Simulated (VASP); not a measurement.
# BN (P1) in VASP: further runs

BN is run at these levels: r2SCAN+D4; tasks: single point.

All numbers are computed with VASP 6.6.1; they aren't measurements. Logs are shortened: lines on timing, memory, paths and dates and some standing lists are left out, and cuts for length are marked.

### 1 The cell of the first run

The typed cell holds 2 atoms: a = 2.508 Å, b = 2.508 Å, c = 3.274 Å, α = 101.11°, β = 101.11°, γ = 119.81°.

### 2 Single point, r2SCAN+D4

Input file POSCAR:

```
BN
1.0
    2.5080400000      0.0000000000      0.0000000000
   -1.2467100000      2.1762300000      0.0000000000
   -0.6306700000     -1.0881200000      3.0225400000
B N
1 1
Direct
    0.9796400000      0.9835000000      0.0018100000
    0.6685100000      0.3323800000      0.9850000000
```

Input file INCAR.step1:

```
SYSTEM = BN
ALGO     = Normal         ! electronic algorithm
EDIFF    = 1E-4           ! SCF threshold, eV
ENCUT    = 520            ! plane-wave cutoff, eV
GGA      = PE             ! functional
ISMEAR   = 0              ! smearing method
LASPH    = .True.         ! aspherical terms in the spheres
LCHARG   = .False.        ! write CHGCAR
LREAL    = .False.        ! projectors in reciprocal space
LWAVE    = .True.         ! write WAVECAR
NBANDS   = 11             ! bands
NELM     = 100            ! most SCF steps
PREC     = Accurate       ! precision mode
SIGMA    = 0.01           ! smearing width, eV
```

Input file INCAR.step2:

```
SYSTEM = BN
ALGO     = Normal         ! electronic algorithm
EDIFF    = 1E-6           ! SCF threshold, eV
ENCUT    = 520            ! plane-wave cutoff, eV
ISIF     = 2              ! what is computed and relaxed
ISMEAR   = 0              ! smearing method
ISTART   = 1            
IVDW     = 13             ! dispersion correction
LASPH    = .True.         ! aspherical terms in the spheres
LCHARG   = .False.        ! write CHGCAR
LMIXTAU  = .True.       
LREAL    = .False.        ! projectors in reciprocal space
LWAVE    = .False.        ! write WAVECAR
METAGGA  = R2SCAN         ! meta-GGA
NBANDS   = 11             ! bands
NELM     = 100            ! most SCF steps
PREC     = Accurate       ! precision mode
SIGMA    = 0.01           ! smearing width, eV
VDW_A1   = 0.51559235   
VDW_A2   = 5.77342911   
VDW_S6   = 1.0          
VDW_S8   = 0.6018749
```

Input file KPOINTS:

```
k-points
0
Gamma
  4 4 4
  0 0 0
```

Potentials or basis: VASP PAW PBE potentials, release 64 (B, N).

Command:

```
> cat potpaw_PBE.64/B/POTCAR potpaw_PBE.64/N/POTCAR > POTCAR
> cp INCAR.step1 INCAR
> mpirun -np 1 vasp_std > vasp.out
> cp INCAR.step2 INCAR
> mpirun -np 1 vasp_std > vasp.out
```

OUTCAR:

```text
SYSTEM = BN
   EDIFF = 1E-6
   ENCUT = 520
   ISIF = 2
   ISMEAR = 0
   ISTART = 1
   IVDW = 13
   LASPH = .True.
   LREAL = .False.
   METAGGA = R2SCAN
   NELM = 100
   PREC = Accurate

 ion  position               nearest neighbor table
   1  0.980  0.983  0.002-   2 1.40   2 1.43   2 1.52
   2  0.669  0.332  0.985-   1 1.40   1 1.43   1 1.52

  LATTYP: Found a face centered orthorhombic cell.
 ALAT       =     2.5153390193
 B/A-ratio  =     1.7253459608
 C/A-ratio  =     2.4032863776

  Lattice vectors:

 A1 = (  -1.8773800000,   1.0881100000,   3.0225400000)
 A2 = (   0.6306600000,   1.0881100000,   3.0225400000)
 A3 = (  -1.2467100000,   2.1762300000,   0.0000000000)

Analysis of symmetry for initial positions (statically):
=====================================================================
 Subroutine PRICEL returns:
 Original cell was already a primitive cell.

 Routine SETGRP: Setting up the symmetry group for a
 face centered orthorhombic supercell.

 Subroutine GETGRP returns: Found  1 space group operations
 (whereof  1 operations were pure point group operations)
 out of a pool of  8 trial point group operations.

The static configuration has the point symmetry C_1 .

Analysis of symmetry for dynamics (positions and initial velocities):
=====================================================================
 Subroutine PRICEL returns:
 Original cell was already a primitive cell.

 Routine SETGRP: Setting up the symmetry group for a
 face centered orthorhombic supercell.

 Subroutine GETGRP returns: Found  1 space group operations
 (whereof  1 operations were pure point group operations)
 out of a pool of  8 trial point group operations.

The dynamic configuration has the point symmetry C_1 .

 Subroutine INISYM returns: Found  1 space group operations
 (whereof  1 operations are pure point group operations),
 and found     1 'primitive' translations

----------------------------------------------------------------------------------------

                                     Primitive cell

  volume of cell :      16.4972

  direct lattice vectors                    reciprocal lattice vectors
     2.508040000  0.000000000  0.000000000     0.398717724  0.228415826  0.165424820
    -1.246710000  2.176230000  0.000000000     0.000000000  0.459510254  0.165424543
    -0.630670000 -1.088120000  3.022540000     0.000000000  0.000000000  0.330847565

  length of vectors
     2.508040000  2.508039640  3.273758976     0.488379959  0.488379927  0.330847565

  position of ions in fractional coordinates (direct lattice)
     0.979640000  0.983500000  0.001810000
     0.668510000  0.332380000  0.985000000

  ion indices of the primitive-cell ions
   primitive index   ion index
                 1           1
                 2           2

----------------------------------------------------------------------------------------

 KPOINTS: k-points

Automatic generation of k-mesh.
 Grid dimensions read from file:
 generate k-points for:    4    4    4

 Generating k-lattice:

  Cartesian coordinates                     Fractional coordinates (reciprocal lattice)
     0.099679431  0.057103957  0.041356205     0.250000000  0.000000000  0.000000000
     0.000000000  0.114877563  0.041356136     0.000000000  0.250000000  0.000000000
     0.000000000  0.000000000  0.082711891     0.000000000  0.000000000  0.250000000

  Length of vectors
     0.122094990  0.122094982  0.082711891

  Shift w.r.t. Gamma in fractional coordinates (k-lattice)
     0.000000000  0.000000000  0.000000000

 Subroutine IBZKPT returns following result:
 ===========================================

 Found     36 irreducible k-points:

 Following reciprocal coordinates:
            Coordinates               Weight
  0.000000  0.000000  0.000000      1.000000
  0.250000  0.000000 -0.000000      2.000000
  0.000000  0.250000 -0.250000      2.000000
  0.000000 -0.250000  0.000000      2.000000
 -0.250000  0.000000  0.250000      2.000000
  0.500000  0.000000 -0.000000      1.000000
[... 16 lines left out ...]
  0.500000  0.000000  0.250000      2.000000
  0.000000  0.500000  0.250000      2.000000
 [... further k-points ...]
   k-points           NKPTS =     36   k-points in BZ     NKDIM =     36   number of bands    NBANDS=     11
   number of dos      NEDOS =    301   number of ions     NIONS =      2
   total plane-waves  NPLWV =   9600
   dimension x,y,z NGX =    20 NGY =   20 NGZ =   24
   dimension x,y,z NGXF=    40 NGYF=   40 NGZF=   48
   ions per type =               1   1
   NGX,Y,Z   is equivalent  to a cutoff of  13.26, 13.26, 12.19 a.u.
   NGXF,Y,Z  is equivalent  to a cutoff of  26.51, 26.51, 24.38 a.u.
 SYSTEM =  BN
   PREC   = accura    normal or accurate (medium, high low for compatibility)
   ISTART =      1    job   : 0-new  1-cont  2-samecut
   ICHARG =      0    charge: 1-file 2-atom 10-const
   ISPIN  =      1    spin polarized calculation?
[... 65 lines left out ...]
      3       0.6370      2.00000
      4       2.3416      2.00000
      5       9.1541      0.00000
      6      14.1043      0.00000
      7      16.2179      0.00000
      8      17.3550      0.00000
      9      18.9805      0.00000
     10      29.9724      0.00000
     11      31.4350      0.00000

 k-point     2 :       0.2500    0.0000   -0.0000
  band No.  band energies     occupation
      1     -14.7779      2.00000
      2      -2.0817      2.00000
      3      -0.7441      2.00000
      4       0.0938      2.00000
      5      11.4089      0.00000
      6      13.5397      0.00000
      7      14.9301      0.00000
      8      20.5837      0.00000
      9      21.6644      0.00000
     10      24.3113      0.00000
     11      29.0727      0.00000

 k-point     3 :       0.0000    0.2500   -0.2500
  band No.  band energies     occupation
      1     -14.8258      2.00000
      2      -2.8125      2.00000
      3       0.1636      2.00000
      4       0.3279      2.00000
      5      11.2463      0.00000
      6      13.1933      0.00000
      7      15.2960      0.00000
      8      19.3807      0.00000
      9      22.1209      0.00000
     10      25.0047      0.00000
     11      29.1156      0.00000

 k-point     4 :       0.0000   -0.2500    0.0000
  band No.  band energies     occupation
      1     -14.8259      2.00000
      2      -2.8172      2.00000
      3       0.1804      2.00000
      4       0.3277      2.00000
      5      11.0682      0.00000
      6      13.4145      0.00000
      7      15.2415      0.00000
      8      19.3559      0.00000
      9      22.1482      0.00000
     10      25.0812      0.00000
     11      29.0903      0.00000

 k-point     5 :      -0.2500    0.0000    0.2500
  band No.  band energies     occupation
      1     -14.7778      2.00000
      2      -2.0952      2.00000
      3      -0.7438      2.00000
      4       0.1297      2.00000
      5      11.1362      0.00000
      6      13.7997      0.00000
      7      14.8939      0.00000
      8      20.6040      0.00000
      9      21.7936      0.00000
     10      24.3073      0.00000
     11      29.0522      0.00000
[... 211 lines left out ...]
 k-point    21 :       0.0000   -0.2500   -0.2500
  band No.  band energies     occupation
      1     -14.4828      2.00000
      2      -2.9253      2.00000
      3      -1.8614      2.00000
      4       0.2884      2.00000
      5      12.3125      0.00000
      6      14.2711      0.00000
      7      18.1654      0.00000
      8      19.5023      0.00000
      9      21.6764      0.00000
     10      27.5354      0.00000
     11      29.0752      0.00000

 k-point    22 :      -0.2500    0.0000    0.5000
  band No.  band energies     occupation
      1     -14.4313      2.00000
      2      -2.3243      2.00000
      3      -1.8153      2.00000
      4      -0.7372      2.00000
      5      12.5351      0.00000
      6      14.1032      0.00000
      7      18.0459      0.00000
      8      20.5941      0.00000
      9      21.6264      0.00000
     10      27.0521      0.00000
     11      28.7251      0.00000

 k-point    23 :       0.5000    0.0000    0.2500
  band No.  band energies     occupation
      1     -12.5944      2.00000
      2      -6.2274      2.00000
      3      -1.8618      2.00000
      4       1.4364      2.00000
      5       9.1580      0.00000
      6      13.0336      0.00000
      7      17.4052      0.00000
      8      20.8593      0.00000
      9      25.6679      0.00000
     10      26.2658      0.00000
     11      27.7643      0.00000

 k-point    24 :       0.0000    0.5000    0.2500
  band No.  band energies     occupation
      1     -12.7606      2.00000
      2      -6.5135      2.00000
      3      -1.0564      2.00000
      4       1.8173      2.00000
      5       8.2671      0.00000
      6      13.1506      0.00000
      7      17.2620      0.00000
      8      21.5303      0.00000
      9      25.2696      0.00000
     10      26.6776      0.00000
     11      27.3170      0.00000

 [... further k-points ...]

------------------------ aborting loop because EDIFF is reached ----------------------------------------

  DFT-D4 for vdW energy calculation

  Edisp (eV):   -0.14926

  FORCE on cell =-STRESS in cart. coord.  units (eV):
  Direction    XX          YY          ZZ          XY          YZ          ZX
  --------------------------------------------------------------------------------------
  -------------------------------------------------------------------------------------
  Total      -0.85714     0.31681     0.51257    -0.49539     0.11983     0.06304
  in kB     -83.24402    30.76772    49.77929   -48.11152    11.63742     6.12251
  external pressure =       -0.90 kB  Pullay stress =        0.00 kB

 VOLUME and BASIS-vectors are now :
 -----------------------------------------------------------------------------
  energy-cutoff  :      520.00
  volume of cell :       16.50
      direct lattice vectors                 reciprocal lattice vectors
     2.508040000  0.000000000  0.000000000     0.398717724  0.228415826  0.165424820
    -1.246710000  2.176230000  0.000000000     0.000000000  0.459510254  0.165424543
    -0.630670000 -1.088120000  3.022540000     0.000000000  0.000000000  0.330847565

 POSITION                                       TOTAL-FORCE (eV/Angst)
 -----------------------------------------------------------------------------------
      1.22970      2.13835      0.00547         1.685327      2.104556     -0.639508
      0.64106     -0.34846      2.97720        -1.685327     -2.104556      0.639508
 -----------------------------------------------------------------------------------
    total drift:                               -0.000341      0.000148     -0.000123

  FREE ENERGIE OF THE ION-ELECTRON SYSTEM (eV)
  ---------------------------------------------------
  free  energy   TOTEN  =       -19.2706014553 eV

  energy  without entropy=      -19.2706014553  energy(sigma->0) =      -19.27060146
```

It took 31 s on 1 thread of Intel Xeon Platinum 8259CL at 2.50GHz (Skylake/Cascade Lake), shared host; peak memory 0.13 GiB.

What came out:

- Free energy: -19.2706 eV
- Pressure: -0.1 GPa
- Largest force: 2.771 eV/Å
- Band gap on the k mesh: 3.45 eV, indirect (least direct gap 5.47 eV)
- Dispersion energy per atom: -0.075 eV

Forces in eV/Å, atoms in the order of the input:
```
B    1.685  2.105 -0.640
N   -1.685 -2.105  0.640
```

Stress tensor (GPa, compression positive):
```
-8.32 -4.81  0.61
-4.81  3.08  1.16
 0.61  1.16  4.98
```

Caveat: the k points lie up to 0.77 Å⁻¹ apart; the PAW data sets were made with another functional, which shifts forces and pressure a little.

### 3 Single point, r2SCAN+D4

POSCAR is that of step 2.

Input file INCAR.step1:

```
PREC     = Accurate       # precision mode
ENCUT    = 520            # plane-wave cutoff, eV
ISMEAR   = 0              # smearing method
SIGMA    = 0.01           # smearing width, eV
LREAL    = F              # projectors in reciprocal space
LASPH    = T              # aspherical terms in the spheres
NELM     = 80             # most SCF steps
NBANDS   = 11             # bands
GGA      = PE             # functional
ALGO     = Normal         # electronic algorithm
EDIFF    = 1E-4           # SCF threshold, eV
LWAVE    = T              # write WAVECAR
LCHARG   = F              # write CHGCAR
```

Input file INCAR.step2:

```
PREC     = Accurate       # precision mode
ENCUT    = 520            # plane-wave cutoff, eV
EDIFF    = 1E-7           # SCF threshold, eV
ISMEAR   = 0              # smearing method
SIGMA    = 0.01           # smearing width, eV
LREAL    = F              # projectors in reciprocal space
LASPH    = T              # aspherical terms in the spheres
NELM     = 80             # most SCF steps
ALGO     = Normal         # electronic algorithm
ISIF     = 2              # what is computed and relaxed
LWAVE    = F              # write WAVECAR
LCHARG   = F              # write CHGCAR
METAGGA  = R2SCAN         # meta-GGA
LMIXTAU  = T            
IVDW     = 13             # dispersion correction
VDW_S6   = 1.0          
VDW_S8   = 0.6018749    
VDW_A1   = 0.51559235   
VDW_A2   = 5.77342911   
NBANDS   = 11             # bands
ISTART   = 1
```

Input file KPOINTS:

```
regular mesh
0
Gamma
  6 6 4
```

Potentials or basis: VASP PAW PBE potentials, release 64 (B, N).

Command:

```
> cat potpaw_PBE.64/B/POTCAR potpaw_PBE.64/N/POTCAR > POTCAR
> cp INCAR.step1 INCAR
> mpirun -np 1 vasp_std > vasp.out
> cp INCAR.step2 INCAR
> mpirun -np 1 vasp_std > vasp.out
```

Wall time 55 s (1 thread of Intel Xeon Platinum 8259CL at 2.50GHz (Skylake/Cascade Lake), shared host); peak memory 0.13 GiB.

The run converged. Its results:

```
Free energy                : -19.2905 eV
Pressure                   : 0.0 GPa
Largest force              : 2.728 eV/Å
Band gap on the k mesh     : 3.45 eV, indirect (least direct gap 5.18 eV)
Dispersion energy per atom : -0.075 eV
```

Forces in eV/Å, atoms in the order of the input:
```
B    1.650  2.079 -0.629
N   -1.650 -2.079  0.629
```

Stress tensor (GPa, compression positive):
```
-8.05 -4.50  0.55
-4.50  3.05  1.14
 0.55  1.14  4.97
```

Levels at points of the mesh, in eV from the valence-band top:
```tsv
k point	band 1	band 2	band 3	band 4	band 5	band 6	band 7	band 8
(0.00, 0.00, 0.00)	-19.15	-3.75	-2.42	-0.71	6.10	11.05	13.16	14.30
(0.50, 0.00, 0.00)	-15.65	-9.31	-4.92	-1.48	5.64	10.27	14.66	18.44
(0.00, 0.50, 0.00)	-15.81	-9.60	-4.12	-0.97	4.50	10.41	14.96	18.45
(0.50, 0.50, 0.00)	-15.90	-9.77	-4.28	0.00	7.12	9.82	13.35	15.53
(0.00, 0.00, 0.50)	-18.58	-7.07	-2.44	-0.76	10.74	11.78	13.13	13.39
(0.50, 0.00, 0.50)	-15.65	-9.32	-4.92	-1.38	5.30	10.31	14.94	18.66
(0.00, 0.50, 0.50)	-15.82	-9.59	-4.11	-1.06	4.73	10.34	14.82	18.31
(0.50, 0.50, 0.50)	-15.56	-9.23	-4.44	-2.12	3.45	9.92	16.68	21.08
```

Caveat: the k points lie up to 0.52 Å⁻¹ apart; the PAW data sets were made with another functional, which shifts forces and pressure a little.

### 4 Single point, r2SCAN+D4

POSCAR is that of step 3.

Input file INCAR.step1:

```
PREC = Accurate ; ENCUT = 520
ISMEAR = 0 ; SIGMA = 0.01
LREAL = F ; LASPH = T
NELM = 80 ; NBANDS = 11
GGA = PE ; ALGO = Normal
EDIFF = 1E-4 ; LWAVE = T
LCHARG = F
```

Input file INCAR.step2:

```
PREC = Accurate ; ENCUT = 520
EDIFF = 1E-6 ; ISMEAR = 0
SIGMA = 0.01 ; LREAL = F
LASPH = T ; NELM = 80
ALGO = Normal ; ISIF = 2
LWAVE = F ; LCHARG = T
METAGGA = R2SCAN ; LMIXTAU = T
IVDW = 13 ; VDW_S6 = 1.0
VDW_S8 = 0.6018749 ; VDW_A1 = 0.51559235
VDW_A2 = 5.77342911 ; LELF = T
LVHAR = T ; NBANDS = 11
ISTART = 1
```

Input file KPOINTS:

```
Automatic mesh
0
Gamma
  8 8 6
```

Command:

```
> cat potpaw_PBE.64/B/POTCAR potpaw_PBE.64/N/POTCAR > POTCAR
> cp INCAR.step1 INCAR
> mpirun -np 1 vasp_std > vasp.out
> cp INCAR.step2 INCAR
> mpirun -np 1 vasp_std > vasp.out
```

Run time: 2.1 min. Hardware: 1 thread of Intel Xeon Platinum 8259CL at 2.50GHz (Skylake/Cascade Lake), shared host; peak memory 0.15 GiB.

It converged, with:

| Quantity | Value |
| --- | --- |
| Free energy | -19.2913 eV |
| Pressure | 0.0 GPa |
| Largest force | 2.727 eV/Å |
| Band gap on the k mesh | 3.27 eV, indirect (least direct gap 5.19 eV) |
| Dispersion energy per atom | -0.075 eV |

Forces on the atoms (eV/Å):
```
B    1.649  2.078 -0.629
N   -1.649 -2.078  0.629
```

Stress tensor (GPa, compression positive):
```
-8.02 -4.52  0.56
-4.52  3.10  1.17
 0.56  1.17  4.91
```

Levels at points of the mesh, in eV from the valence-band top:
| k point | band 1 | band 2 | band 3 | band 4 | band 5 | band 6 | band 7 | band 8 | band 9 |
| --- | --- | --- | --- | --- | --- | --- | --- | --- | --- |
| (0.00, 0.00, 0.00) | -19.33 | -3.93 | -2.60 | -0.90 | 5.92 | 10.87 | 12.98 | 14.12 | 15.74 |
| (0.50, 0.00, 0.00) | -15.83 | -9.49 | -5.10 | -1.66 | 5.46 | 10.09 | 14.48 | 18.26 | 21.60 |
| (0.00, 0.50, 0.00) | -15.99 | -9.78 | -4.30 | -1.15 | 4.32 | 10.23 | 14.79 | 18.28 | 21.79 |
| (0.50, 0.50, 0.00) | -16.08 | -9.95 | -4.46 | -0.18 | 6.94 | 9.65 | 13.17 | 15.35 | 21.16 |
| (0.00, 0.00, 0.50) | -18.76 | -7.25 | -2.62 | -0.94 | 10.56 | 11.60 | 12.95 | 13.21 | 19.45 |
| (0.50, 0.00, 0.50) | -15.83 | -9.50 | -5.10 | -1.56 | 5.12 | 10.13 | 14.76 | 18.48 | 21.98 |
| (0.00, 0.50, 0.50) | -16.00 | -9.77 | -4.29 | -1.24 | 4.55 | 10.16 | 14.64 | 18.13 | 22.14 |
| (0.50, 0.50, 0.50) | -15.74 | -9.41 | -4.62 | -2.30 | 3.27 | 9.74 | 16.50 | 20.90 | 22.38 |

Caveat: the PAW data sets were made with another functional, which shifts forces and pressure a little. A k mesh can miss the band edges.

### 5 The runs side by side

| k mesh | gap on the mesh (eV) | pressure (GPa) | largest force (eV/Å) |
| --- | --- | --- | --- |
| 4 × 4 × 4 | 3.45 | -0.1 | 2.77 |
| 6 × 6 × 4 | 3.45 | 0.0 | 2.73 |
| 8 × 8 × 6 | 3.27 | 0.0 | 2.73 |

Alike in all rows: task single point; level r2SCAN+D4; potentials or basis VASP PAW PBE potentials, release 64 (B, N); no spin polarisation; cell as given; cutoff (eV) 520; smearing gaussian 0.01 eV.

Caveats: some runs use coarse meshes; the PAW data sets were made with another functional, which shifts forces and pressure a little.

Absolute energies hang on the potentials; compare differences alone.
